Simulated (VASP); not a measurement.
# CdS (I-4m2) in VASP: notebook

The runs below take CdS through single point, with PBE.

All numbers are computed with VASP 6.6.1; they aren't measurements. Logs are shortened: lines on timing, memory, paths and dates and some standing lists are left out, and cuts for length are marked.

## (1) The cell of the first run

The structure is tetragonal, space group I-4m2 (No. 119). The conventional cell has a = 3.786 Å, b = 3.786 Å, c = 6.286 Å, α = 90.00°, β = 90.00°, γ = 90.00°. Cd (site symmetry -4m2) has 4 S at 2.46 Å within 3.2 Å. Within 3.2 Å of S (site symmetry -4m2) lie 4 Cd at 2.46 Å.

## (2) Single point, PBE (strain -0.080 along x and y, +0.080 along z)

Contents of INCAR:

```
  ALGO = Normal
  EDIFF = 1E-7
  ENCUT = 520
  GGA = PE
  ISIF = 2
  ISMEAR = 0
  LASPH = True
  LCHARG = True
  LELF = True
  LREAL = False
  LVHAR = True
  LWAVE = False
  NBANDS = 16
  NELM = 100
  PREC = Accurate
  SIGMA = 0.05
```

Contents of KPOINTS:

```
k-points
0
Gamma
  8 8 8
```

Contents of POSCAR:

```
CdS
1.0
    0.0000000000      2.6772000000      3.1428000000
    2.6772000000      0.0000000000      3.1428000000
    2.6772000000      2.6772000000      0.0000000000
Cd S
1 1
Direct
    0.0000000000      0.0000000000      0.0000000000
    0.7500000000      0.7500000000      0.7500000000
```

Potentials or basis: VASP PAW PBE potentials, release 64 (Cd, S).

Launch:

```
$ cat potpaw_PBE.64/Cd/POTCAR potpaw_PBE.64/S/POTCAR > POTCAR
$ mpirun -np 1 vasp_std > vasp.out
```

OUTCAR:

```text
EDIFF = 1E-7
   ENCUT = 520
   GGA = PE
   ISIF = 2
   ISMEAR = 0
   LASPH = True
   LREAL = False
   NELM = 100
   PREC = Accurate

 ion  position               nearest neighbor table
   1  0.000  0.000  0.000-   2 2.46   2 2.46   2 2.46   2 2.46
   2  0.750  0.750  0.750-   1 2.46   1 2.46   1 2.46   1 2.46

  LATTYP: Found a body centered tetragonal cell.
 ALAT       =     3.7861325492
 C/A-ratio  =     1.6601637471

  Lattice vectors:

 A1 = (  -2.6772000000,   0.0000000000,   3.1428000000)
 A2 = (   2.6772000000,   0.0000000000,   3.1428000000)
 A3 = (   0.0000000000,   2.6772000000,  -3.1428000000)

Analysis of symmetry for initial positions (statically):
=====================================================================
 Subroutine PRICEL returns:
 Original cell was already a primitive cell.

 Routine SETGRP: Setting up the symmetry group for a
 body centered tetragonal supercell.

 Subroutine GETGRP returns: Found  8 space group operations
 (whereof  8 operations were pure point group operations)
 out of a pool of 16 trial point group operations.

The static configuration has the point symmetry D_2d.

Analysis of symmetry for dynamics (positions and initial velocities):
=====================================================================
 Subroutine PRICEL returns:
 Original cell was already a primitive cell.

 Routine SETGRP: Setting up the symmetry group for a
 body centered tetragonal supercell.

 Subroutine GETGRP returns: Found  8 space group operations
 (whereof  8 operations were pure point group operations)
 out of a pool of 16 trial point group operations.

The dynamic configuration has the point symmetry D_2d.

 Subroutine INISYM returns: Found  8 space group operations
 (whereof  8 operations are pure point group operations),
 and found     1 'primitive' translations

----------------------------------------------------------------------------------------

                                     Primitive cell

  volume of cell :      45.0514

  direct lattice vectors                    reciprocal lattice vectors
     0.000000000  2.677200000  3.142800000    -0.186762289  0.186762289  0.159093802
     2.677200000  0.000000000  3.142800000     0.186762289 -0.186762289  0.159093802
     2.677200000  2.677200000  0.000000000     0.186762289  0.186762289 -0.159093802

  length of vectors
     4.128509620  4.128509620  3.786132549     0.308336088  0.308336088  0.308336088

  position of ions in fractional coordinates (direct lattice)
     0.000000000  0.000000000  0.000000000
     0.750000000  0.750000000  0.750000000

  ion indices of the primitive-cell ions
   primitive index   ion index
                 1           1
                 2           2

----------------------------------------------------------------------------------------

 KPOINTS: k-points

Automatic generation of k-mesh.
 Grid dimensions read from file:
 generate k-points for:    8    8    8

 Generating k-lattice:

  Cartesian coordinates                     Fractional coordinates (reciprocal lattice)
    -0.023345286  0.023345286  0.019886725     0.125000000  0.000000000  0.000000000
     0.023345286 -0.023345286  0.019886725     0.000000000  0.125000000  0.000000000
     0.023345286  0.023345286 -0.019886725     0.000000000  0.000000000  0.125000000

  Length of vectors
     0.038542011  0.038542011  0.038542011

  Shift w.r.t. Gamma in fractional coordinates (k-lattice)
     0.000000000  0.000000000  0.000000000

 Subroutine IBZKPT returns following result:
 ===========================================

 Found     59 irreducible k-points:

 Following reciprocal coordinates:
            Coordinates               Weight
  0.000000  0.000000  0.000000      1.000000
  0.125000 -0.000000  0.000000      8.000000
  0.250000 -0.000000  0.000000      8.000000
  0.375000 -0.000000  0.000000      8.000000
  0.500000 -0.000000  0.000000      4.000000
  0.125000  0.125000  0.000000      2.000000
[... 16 lines left out ...]
  0.250000  0.000000  0.125000     16.000000
  0.375000 -0.000000  0.125000     16.000000
 [... further k-points ...]
   k-points           NKPTS =     59   k-points in BZ     NKDIM =     59   number of bands    NBANDS=     16
   number of dos      NEDOS =    301   number of ions     NIONS =      2
   total plane-waves  NPLWV =  28672
   dimension x,y,z NGX =    32 NGY =   32 NGZ =   28
   dimension x,y,z NGXF=    64 NGYF=   64 NGZF=   56
   ions per type =               1   1
   NGX,Y,Z   is equivalent  to a cutoff of  12.89, 12.89, 12.29 a.u.
   NGXF,Y,Z  is equivalent  to a cutoff of  25.77, 25.77, 24.59 a.u.
 SYSTEM =  unknown system
   PREC   = accura    normal or accurate (medium, high low for compatibility)
   ISTART =      0    job   : 0-new  1-cont  2-samecut
   ICHARG =      2    charge: 1-file 2-atom 10-const
   ISPIN  =      1    spin polarized calculation?
   LNONCOLLINEAR =      F non collinear calculations
   LSORBIT =      F    spin-orbit coupling
   LASPH  =      T    aspherical Exc in radial PAW
   ENCUT  =  520.0 eV  38.22 Ry    6.18 a.u.   7.68  7.68  7.04*2*pi/ulx,y,z
   NELM   =    100;   NELMIN=  2; NELMDL= -5     # of ELM steps
   EDIFF  = 0.1E-06   stopping-criterion for ELM
   LREAL  =      F    real-space projection
   EDIFFG = 0.1E-05   stopping-criterion for IOM
   NSW    =      0    number of steps for IOM
   IBRION =     -1    ionic relax: 0-MD 1-quasi-New 2-CG
   NFREE  =      0    steps in history (QN), initial steepest desc. (CG)
   ISIF   =      2    stress and relaxation
   ISYM   =      2    0-nonsym 1-usesym 2-fastsym
   POTIM  = 0.5000    time-step for ionic-motion
   TEBEG  =    0.0;   TEEND  =   0.0 temperature during run
   PSTRESS=    0.0 pullay stress
   NELECT =      18.0000    total number of electrons
   NUPDOWN=      -1.0000    fix difference up-down
   EMIN   =  10.00;   EMAX   =-10.00  energy-range for DOS
   EFERMI =   0.00;   METHOD = LEGACY
   ISMEAR =     0;   SIGMA  =   0.05  broadening in eV -4-tet -1-fermi 0-gaus
   EFERMI_NEDOS =   21; number of points for ismear=-14 and -15
   IALGO  =     38    algorithm
   IMIX   =      4    mixing-type and parameters
     AMIX     =   0.40;   BMIX     =  1.00
     AMIX_MAG =   1.60;   BMIX_MAG =  1.00
  volume/ion in A,a.u.               =      22.53       152.01
  Fermi-wavevector in a.u.,A,eV,Ry     =   1.205766  2.278567 19.781110  1.453871
  Thomas-Fermi vector in A             =   2.341452
   LORBIT       =      0    0 simple, 1 ext, 2 COOP (PROOUT), +10 PAW based schemes
   GGA     = PE    functional components
   LHFCALC =     F    Hartree Fock is set to
   AEXX    =    0.0000 exact exchange contribution
   IVDW    =     0    specifies the selected vdW correction
   LEPSILON=     F    determine dielectric tensor
   LRPA    =     F    only Hartree local field effects (RPA)
 non-spin polarized calculation
 Gauss-broadening in eV      SIGMA  =   0.05
  energy-cutoff  :      520.00
  volume of cell :       45.05
 maximum number of plane-waves:      1225
   NGX = 15   NGY = 15   NGZ = 15

 number of electron      18.0000002 magnetization

 Free energy of the ion-electron system (eV)
  ---------------------------------------------------
  ext. energy  EPLUGINS =         0.00000000
  ---------------------------------------------------
  free energy    TOTEN  =        -5.89160048 eV

  energy without entropy =       -5.89160048  energy(sigma->0) =       -5.89160048

 E-fermi :   2.6098     XC(G=0):  -9.6362

 val. band max:        2.3694201982   @ k =   0.0000   0.0000   0.0000
 cond. band min:       3.4541583562   @ k =   0.0000   0.0000   0.0000
 fundamental gap:      1.0847381580
 Fermi energy:         2.6097612385

 k-point     1 :       0.0000    0.0000    0.0000
  band No.  band energies     occupation
      1     -10.7709      2.00000
      2      -6.0056      2.00000
      3      -5.8644      2.00000
      4      -5.8644      2.00000
      5      -5.3828      2.00000
      6      -5.2881      2.00000
[... 8 lines left out ...]
     15      14.0031      0.00000
     16      14.3593      0.00000

 k-point     2 :       0.1250   -0.0000    0.0000
  band No.  band energies     occupation
      1     -10.6912      2.00000
      2      -5.9690      2.00000
      3      -5.8367      2.00000
      4      -5.8305      2.00000
      5      -5.3707      2.00000
      6      -5.2980      2.00000
[... 8 lines left out ...]
     15      14.1181      0.00000
     16      14.5474      0.00000

 k-point     3 :       0.2500   -0.0000    0.0000
  band No.  band energies     occupation
      1     -10.4964      2.00000
      2      -5.8972      2.00000
      3      -5.7734      2.00000
      4      -5.6742      2.00000
      5      -5.3175      2.00000
      6      -5.3164      2.00000
[... 8 lines left out ...]
     15      13.3961      0.00000
     16      14.3927      0.00000

 k-point     4 :       0.3750   -0.0000    0.0000
  band No.  band energies     occupation
      1     -10.3006      2.00000
      2      -5.8575      2.00000
      3      -5.7192      2.00000
      4      -5.3801      2.00000
      5      -5.3225      2.00000
      6      -5.1530      2.00000
[... 8 lines left out ...]
     15      13.8273      0.00000
     16      14.5946      0.00000
[... 324 lines left out ...]
 k-point    22 :       0.1250    0.0000    0.1250
  band No.  band energies     occupation
      1     -10.6556      2.00000
      2      -5.9520      2.00000
      3      -5.8407      2.00000
      4      -5.8163      2.00000
      5      -5.3502      2.00000
      6      -5.3114      2.00000
[... 8 lines left out ...]
     15      13.0744      0.00000
     16      15.0163      0.00000

 k-point    23 :       0.2500    0.0000    0.1250
  band No.  band energies     occupation
      1     -10.4936      2.00000
      2      -5.8909      2.00000
      3      -5.7747      2.00000
      4      -5.7253      2.00000
      5      -5.3315      2.00000
      6      -5.2935      2.00000
[... 8 lines left out ...]
     15      12.8230      0.00000
     16      15.6407      0.00000

 k-point    24 :       0.3750   -0.0000    0.1250
  band No.  band energies     occupation
      1     -10.2998      2.00000
      2      -5.8413      2.00000
      3      -5.7062      2.00000
      4      -5.5189      2.00000
      5      -5.3211      2.00000
      6      -5.1382      2.00000
[... 8 lines left out ...]
     15      13.8100      0.00000
     16      15.3982      0.00000

 [... further k-points ...]
[... 5 lines left out ...]
  --------------------------------------------------------------------------------------
  -------------------------------------------------------------------------------------
  Total        3.1294512      3.1294512      2.3489017      0.0000000      0.0000000      0.0000000
  in kB      111.2936518    111.2936518     83.5347242      0.0000000      0.0000000      0.0000000
  external PRESSURE =     102.0406759 kB  Pullay stress =       0.0000000 kB

 VOLUME and BASIS-vectors are now :
 -----------------------------------------------------------------------------
  energy-cutoff  :      520.00
  volume of cell :       45.05
      direct lattice vectors                 reciprocal lattice vectors
     0.000000000  2.677200000  3.142800000    -0.186762289  0.186762289  0.159093802
     2.677200000  0.000000000  3.142800000     0.186762289 -0.186762289  0.159093802
     2.677200000  2.677200000  0.000000000     0.186762289  0.186762289 -0.159093802

 POSITION                                       TOTAL-FORCE (eV/Angst)
 -----------------------------------------------------------------------------------
      0.00000      0.00000      0.00000        -0.000000      0.000000      0.000000
      4.01580      4.01580      4.71420         0.000000     -0.000000      0.000000
 -----------------------------------------------------------------------------------
    total drift:                                0.000002      0.000002     -0.000003

  FREE ENERGIE OF THE ION-ELECTRON SYSTEM (eV)
  ---------------------------------------------------
  free  energy   TOTEN  =        -5.8916004828 eV

  energy  without entropy=       -5.8916004828  energy(sigma->0) =       -5.89160048
```

It took 28 s on 1 thread of Intel Xeon 6975P-C, shared host; peak memory 0.19 GiB.

What came out:

- Free energy: -5.8916 eV
- Pressure: 10.2 GPa
- Band gap on the k mesh: 1.08 eV, direct

Caveat: the cell differs from its parent crystal (strain -0.080 along x and y, +0.080 along z).

## (3) Single point, PBE (strain +0.000 along x and y, -0.080 along z)

Contents of INCAR:

```
  PREC = Accurate
  ENCUT = 520
  EDIFF = 1E-6
  ISMEAR = 0
  SIGMA = 0.05
  LREAL = False
  LASPH = True
  NELM = 60
  ALGO = Normal
  ISIF = 2
  LWAVE = False
  LCHARG = False
  GGA = PE
  NBANDS = 16
```

Contents of KPOINTS:

```
Automatic mesh
0
Gamma
  8 8 8
```

Contents of POSCAR:

```
CdS
1.0
    0.0000000000      2.9100000000      2.6772000000
    2.9100000000      0.0000000000      2.6772000000
    2.9100000000      2.9100000000      0.0000000000
Cd S
1 1
Direct
    0.0000000000      0.0000000000      0.0000000000
    0.7500000000      0.7500000000      0.7500000000
```

Potentials or basis: VASP PAW PBE potentials, release 64 (Cd, S).

Launch:

```
$ cat potpaw_PBE.64/Cd/POTCAR potpaw_PBE.64/S/POTCAR > POTCAR
$ mpirun -np 1 vasp_std > vasp.out
```

It took 33 s on 1 thread of Intel Xeon 6975P-C, shared host; peak memory 0.2 GiB.

It converged, with:

```
Free energy            : -5.9403 eV
Pressure               : 10.3 GPa
Band gap on the k mesh : 1.19 eV, direct
```

Stress tensor (GPa, compression positive):
```
10.21  0.00  0.00
 0.00 10.21  0.00
 0.00  0.00 10.56
```

Levels at points of the mesh, in eV from the valence-band top:
```csv
k point,band 6,band 7,band 8,band 9,band 10,band 11,band 12,band 13
"(0.00, 0.00, 0.00)",-7.61,-0.23,-0.23,0.00,1.19,6.40,6.40,6.45
"(0.50, 0.00, 0.00)",-7.17,-5.10,-1.20,-0.86,2.93,6.53,7.27,7.68
"(0.50, 0.50, 0.00)",-6.96,-4.12,-2.58,-2.58,3.04,3.77,10.13,11.04
"(0.50, 0.00, 0.50)",-7.17,-4.66,-2.30,-2.11,3.38,4.57,9.17,10.68
```

Caveat: the cell differs from its parent crystal (strain +0.000 along x and y, -0.080 along z).

[end of part 1 of 2]
